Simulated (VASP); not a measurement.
# Zn (P6_3/mmc) in VASP: vibrations by perturbation theory with PBE

Aim: the vibrations by perturbation theory of Zn with PBE.

All numbers are computed with VASP 6.6.1; they aren't measurements. Logs are shortened: lines on timing, memory, paths and dates and some standing lists are left out, and cuts for length are marked.

### 1 The cell of the first run

Symmetry: P6_3/mmc, No. 194, hexagonal system. The conventional cell has a = 2.647 Å, b = 2.647 Å, c = 5.031 Å, α = 90.00°, β = 90.00°, γ = 120.00°. Within 3.5 Å of Zn (site symmetry -6m2) lie 12 Zn at 2.65 to 2.94 Å.

### 2 Vibrations by perturbation theory, PBE

INCAR

```
SYSTEM = Zn
PREC = Accurate
ENCUT = 520
EDIFF = 1E-8
ISMEAR = -1
SIGMA = 0.15
LREAL = .False.
LASPH = .True.
NELM = 100
ALGO = Fast
ISIF = 2
LWAVE = .False.
LCHARG = .True.
GGA = PE
NBANDS = 19
IBRION = 8
NSW = 1
```

KPOINTS

```
regular mesh
0
Gamma
  27 27 12
  0 0 0
```

POSCAR

```
Zn
1.0
    2.6468650898      0.0000000000      0.0000000000
   -1.3234325449      2.2922524081      0.0000000000
    0.0000000000      0.0000000000      5.0305543805
Zn
2
Direct
    0.3333333333      0.6666666667      0.2500000000
    0.6666666667      0.3333333333      0.7500000000
```

Potentials or basis: VASP PAW PBE potentials, release 64 (Zn).

On the command line:

```sh
$ cat potpaw_PBE.64/Zn/POTCAR > POTCAR
$ mpirun -np 1 vasp_std > vasp.out
```

OUTCAR:

```text
SYSTEM = Zn
   PREC = Accurate
   ENCUT = 520
   EDIFF = 1E-8
   ISMEAR = -1
   LREAL = .False.
   LASPH = .True.
   NELM = 100
   ISIF = 2
   GGA = PE
   IBRION = 8
   NSW = 1

 ion  position               nearest neighbor table
   1  0.333  0.667  0.250-   2 2.94   2 2.94   2 2.94   2 2.94   2 2.94   2 2.94
   2  0.667  0.333  0.750-   1 2.94   1 2.94   1 2.94   1 2.94   1 2.94   1 2.94

  LATTYP: Found a hexagonal cell.
 ALAT       =     2.6468650898
 C/A-ratio  =     1.9005707544

  Lattice vectors:

 A1 = (   2.6468650898,   0.0000000000,   0.0000000000)
 A2 = (  -1.3234325449,   2.2922524081,   0.0000000000)
 A3 = (   0.0000000000,   0.0000000000,   5.0305543805)

Analysis of symmetry for initial positions (statically):
=====================================================================
 Subroutine PRICEL returns:
 Original cell was already a primitive cell.

 Routine SETGRP: Setting up the symmetry group for a
 hexagonal supercell.

 Subroutine GETGRP returns: Found 24 space group operations
 (whereof 12 operations were pure point group operations)
 out of a pool of 24 trial point group operations.

The static configuration has the point symmetry D_3d.
 The point group associated with its full space group is D_6h.

Analysis of symmetry for dynamics (positions and initial velocities):
=====================================================================
 Subroutine PRICEL returns:
 Original cell was already a primitive cell.

 Routine SETGRP: Setting up the symmetry group for a
 hexagonal supercell.

 Subroutine GETGRP returns: Found 24 space group operations
 (whereof 12 operations were pure point group operations)
 out of a pool of 24 trial point group operations.

The dynamic configuration has the point symmetry D_3d.
 The point group associated with its full space group is D_6h.

 Subroutine INISYM returns: Found 24 space group operations
 (whereof 12 operations are pure point group operations),
 and found     1 'primitive' translations

----------------------------------------------------------------------------------------

                                     Primitive cell

  volume of cell :      30.5218

  direct lattice vectors                    reciprocal lattice vectors
     2.646865090  0.000000000  0.000000000     0.377805429  0.218126066  0.000000000
    -1.323432545  2.292252408  0.000000000     0.000000000  0.436252132  0.000000000
     0.000000000  0.000000000  5.030554380     0.000000000  0.000000000  0.198785248

  length of vectors
     2.646865090  2.646865090  5.030554380     0.436252132  0.436252132  0.198785248

  position of ions in fractional coordinates (direct lattice)
     0.333333333  0.666666667  0.250000000
     0.666666667  0.333333333  0.750000000

  ion indices of the primitive-cell ions
   primitive index   ion index
                 1           1
                 2           2

----------------------------------------------------------------------------------------

 KPOINTS: regular mesh

Automatic generation of k-mesh.
 Grid dimensions read from file:
 generate k-points for:   27   27   12

 Generating k-lattice:

  Cartesian coordinates                     Fractional coordinates (reciprocal lattice)
     0.013992794  0.008078743  0.000000000     0.037037037  0.000000000  0.000000000
     0.000000000  0.016157486  0.000000000     0.000000000  0.037037037  0.000000000
     0.000000000  0.000000000  0.016565437     0.000000000  0.000000000  0.083333333

  Length of vectors
     0.016157486  0.016157486  0.016565437

  Shift w.r.t. Gamma in fractional coordinates (k-lattice)
     0.000000000  0.000000000  0.000000000

 Subroutine IBZKPT returns following result:
 ===========================================

 Found    525 irreducible k-points:

 Following reciprocal coordinates:
            Coordinates               Weight
  0.000000  0.000000  0.000000      1.000000
  0.037037 -0.000000  0.000000      6.000000
  0.074074 -0.000000  0.000000      6.000000
  0.111111  0.000000  0.000000      6.000000
  0.148148  0.000000  0.000000      6.000000
  0.185185  0.000000  0.000000      6.000000
[... 16 lines left out ...]
  0.333333  0.037037  0.000000     12.000000
  0.370370  0.037037  0.000000     12.000000
 [... further k-points ...]
   k-points           NKPTS =    525   k-points in BZ     NKDIM =    525   number of bands    NBANDS=     19
   number of dos      NEDOS =    301   number of ions     NIONS =      2
   total plane-waves  NPLWV =  16000
   dimension x,y,z NGX =    20 NGY =   20 NGZ =   40
   dimension x,y,z NGXF=    40 NGYF=   40 NGZF=   80
   ions per type =               2
   NGX,Y,Z   is equivalent  to a cutoff of  12.56, 12.56, 13.22 a.u.
   NGXF,Y,Z  is equivalent  to a cutoff of  25.12, 25.12, 26.44 a.u.
 SYSTEM =  Zn
   PREC   = accura    normal or accurate (medium, high low for compatibility)
   ISTART =      0    job   : 0-new  1-cont  2-samecut
   ICHARG =      2    charge: 1-file 2-atom 10-const
   ISPIN  =      1    spin polarized calculation?
   LNONCOLLINEAR =      F non collinear calculations
   LSORBIT =      F    spin-orbit coupling
   LASPH  =      T    aspherical Exc in radial PAW
   ENCUT  =  520.0 eV  38.22 Ry    6.18 a.u.   4.92  4.92  9.35*2*pi/ulx,y,z
   NELM   =    100;   NELMIN=  2; NELMDL= -5     # of ELM steps
   EDIFF  = 0.1E-07   stopping-criterion for ELM
   LREAL  =      F    real-space projection
   EDIFFG = 0.1E-06   stopping-criterion for IOM
   NSW    =      1    number of steps for IOM
   IBRION =      8    ionic relax: 0-MD 1-quasi-New 2-CG
   NFREE  =      0    steps in history (QN), initial steepest desc. (CG)
   ISIF   =      2    stress and relaxation
   ISYM   =      2    0-nonsym 1-usesym 2-fastsym
   POTIM  = 0.5000    time-step for ionic-motion
   TEBEG  =    0.0;   TEEND  =   0.0 temperature during run
   PSTRESS=    0.0 pullay stress
   NELECT =      24.0000    total number of electrons
   NUPDOWN=      -1.0000    fix difference up-down
   EMIN   =  10.00;   EMAX   =-10.00  energy-range for DOS
   EFERMI =   0.00;   METHOD = LEGACY
   ISMEAR =    -1;   SIGMA  =   0.15  broadening in eV -4-tet -1-fermi 0-gaus
   EFERMI_NEDOS =   21; number of points for ismear=-14 and -15
   IALGO  =     68    algorithm
   IMIX   =      4    mixing-type and parameters
     AMIX     =   0.40;   BMIX     =  1.00
     AMIX_MAG =   1.60;   BMIX_MAG =  1.00
  volume/ion in A,a.u.               =      15.26       102.99
  Fermi-wavevector in a.u.,A,eV,Ry     =   1.511037  2.855447 31.065285  2.283234
  Thomas-Fermi vector in A             =   2.621148
   LORBIT       =      0    0 simple, 1 ext, 2 COOP (PROOUT), +10 PAW based schemes
   GGA     = PE    functional components
   LHFCALC =     F    Hartree Fock is set to
   AEXX    =    0.0000 exact exchange contribution
   IVDW    =     0    specifies the selected vdW correction
   LEPSILON=     F    determine dielectric tensor
   LRPA    =     F    only Hartree local field effects (RPA)
 non-spin polarized calculation
 RMM-DIIS sequential band-by-band and
  energy-cutoff  :      520.00
  volume of cell :       30.52
 maximum number of plane-waves:       843
 NGX is ok and might be reduce to    20
   NGX =  9   NGY =  9   NGZ = 19

--------------------------------------- Ionic step        1  -------------------------------------------

 number of electron      24.0000020 magnetization

 Free energy of the ion-electron system (eV)
  ---------------------------------------------------
  ext. energy  EPLUGINS =         0.00000000
  ---------------------------------------------------
  free energy    TOTEN  =        -2.23183604 eV

  energy without entropy =       -2.20002043  energy(sigma->0) =       -2.21592824

 E-fermi :   3.0768     XC(G=0): -11.5282

 val. band max:        3.0692334035   @ k =   0.2963   0.0370   0.0000
 cond. band min:       3.0887204013   @ k =   0.3333   0.2593   0.4167
 fundamental gap:      0.0194869977
 Fermi energy:         3.0767665725

 k-point     1 :       0.0000    0.0000    0.0000
  band No.  band energies     occupation
      1      -7.2957      2.00000
      2      -5.5613      2.00000
      3      -4.8586      2.00000
      4      -4.6027      2.00000
      5      -4.6027      2.00000
      6      -4.5585      2.00000
[... 505 lines left out ...]
      6      -4.4057      2.00000
[... 11 lines left out ...]
     18      18.4590      0.00000
     19      18.6072      0.00000

 [... further k-points ...]

------------------------ aborting loop because EDIFF is reached ----------------------------------------

  FORCE on cell =-STRESS in cart. coord.  units (eV):
  Direction    XX          YY          ZZ          XY          YZ          ZX
  --------------------------------------------------------------------------------------
  -------------------------------------------------------------------------------------
  Total        0.0778374      0.0778374      0.0313205      0.0000000      0.0000000      0.0000000
  in kB        4.0859079      4.0859079      1.6441030      0.0000000      0.0000000      0.0000000
  external PRESSURE =       3.2719730 kB  Pullay stress =       0.0000000 kB

 VOLUME and BASIS-vectors are now :
 -----------------------------------------------------------------------------
  energy-cutoff  :      520.00
  volume of cell :       30.52
      direct lattice vectors                 reciprocal lattice vectors
     2.646865090  0.000000000  0.000000000     0.377805429  0.218126066  0.000000000
    -1.323432545  2.292252408  0.000000000     0.000000000  0.436252132  0.000000000
     0.000000000  0.000000000  5.030554380     0.000000000  0.000000000  0.198785248

 POSITION                                       TOTAL-FORCE (eV/Angst)
 -----------------------------------------------------------------------------------
     -0.00000      1.52817      1.25764        -0.000000     -0.000000      0.000000
      1.32343      0.76408      3.77292         0.000000      0.000000      0.000000
 -----------------------------------------------------------------------------------
    total drift:                               -0.000000      0.000000      0.000000

  FREE ENERGIE OF THE ION-ELECTRON SYSTEM (eV)
  ---------------------------------------------------
  free  energy   TOTEN  =        -2.2318360378 eV

  energy  without entropy=       -2.2000204346  energy(sigma->0) =       -2.21592824

[... ionic steps 2 to 3 ...]

--------------------------------------- Ionic step        4  -------------------------------------------

------------------------ aborting loop because EDIFF is reached ----------------------------------------

[... ionic steps 5 to 5 ...]

--------------------------------------- Ionic step        6  -------------------------------------------

 Free energy of the ion-electron system (eV)
  ---------------------------------------------------
  ---------------------------------------------------
  free energy    TOTEN  =        -0.22113721 eV

  energy without entropy =       -0.22113721

------------------------ aborting loop because EDIFF is reached ----------------------------------------

 INTERNAL STRAIN TENSOR  FOR ION    1  DIRECTION 3   (eV/Angst):
 -----------------------------------------------------------------------------
     0.00045  0.00000  0.00000
     0.00000  0.00045  0.00000
     0.00000  0.00000  0.00496

 INTERNAL STRAIN TENSOR FOR ION    2 for displacements in x,y,z  (eV/Angst):
          X           Y           Z          XY          YZ          ZX
  --------------------------------------------------------------------------------
  x     0.00000     0.00000     0.00000    -0.16502     0.00000     0.00000
  y    -0.16502     0.16502     0.00000     0.00000     0.00000     0.00000
  z    -0.00000    -0.00000     0.00000     0.00000     0.00000     0.00000

 SECOND DERIVATIVES (NOT SYMMETRIZED)
 ------------------------------------
               1X          1Y          1Z          2X          2Y          2Z
  1X    -0.482208    0.000000    0.000000    0.482208    0.000000    0.000000
  1Y     0.000000   -0.482208    0.000000    0.000000    0.482208    0.000000
  1Z     0.000000    0.000000   -2.135102    0.000000    0.000000    2.135102
  2X     0.482208    0.000000    0.000000   -0.482208    0.000000    0.000000
  2Y     0.000000    0.482208    0.000000    0.000000   -0.482208    0.000000
  2Z     0.000000    0.000000    2.135102    0.000000    0.000000   -2.135102

 Eigenvectors and eigenvalues of the dynamical matrix
 ----------------------------------------------------

   1 f  =    3.995023 THz    25.101472 2PiTHz  133.259636 cm-1    16.522082 meV
             X         Y         Z           dx          dy          dz
     -0.000000  1.528168  1.257639     0.000000    0.000000   -0.707107
      1.323433  0.764084  3.772916     0.000000    0.000000    0.707107
[... 16 lines left out ...]
   5 f  =    0.000000 THz     0.000000 2PiTHz    0.000000 cm-1     0.000000 meV
             X         Y         Z           dx          dy          dz
     -0.000000  1.528168  1.257639     0.000000    0.000000    0.707107
      1.323433  0.764084  3.772916     0.000000    0.000000    0.707107

   6 f/i=    0.000000 THz     0.000000 2PiTHz    0.000001 cm-1     0.000000 meV
             X         Y         Z           dx          dy          dz
     -0.000000  1.528168  1.257639    -0.601819   -0.371233    0.000000
      1.323433  0.764084  3.772916    -0.601819   -0.371233    0.000000

--------------------------------------------------------------------------------------------------------

 ELASTIC MODULI CONTR FROM IONIC RELAXATION (kBar)
 Direction    XX          YY          ZZ          XY          YZ          ZX
 --------------------------------------------------------------------------------
 XX          -2.9645      2.9645      0.0000      0.0000      0.0000      0.0000
 YY           2.9645     -2.9645      0.0000     -0.0000      0.0000      0.0000
 ZZ           0.0000      0.0000      0.0000      0.0000      0.0000      0.0000
 XY           0.0000     -0.0000      0.0000     -2.9645      0.0000      0.0000
 YZ           0.0000      0.0000      0.0000      0.0000      0.0000      0.0000
 ZX           0.0000      0.0000      0.0000      0.0000      0.0000      0.0000
 --------------------------------------------------------------------------------
```

It took 44 min on 1 thread of Oxide Virtual Turin-like, shared host; peak memory 2.4 GiB.

Results:

| Property | Result |
| --- | --- |
| Highest phonon frequency at Γ | 133 cm⁻¹ |

Phonon frequencies in cm⁻¹ (negative: imaginary):
| q point | frequencies |
| --- | --- |
| (0.000, 0.000, 0.000) | 0 0 0 63 63 133 |
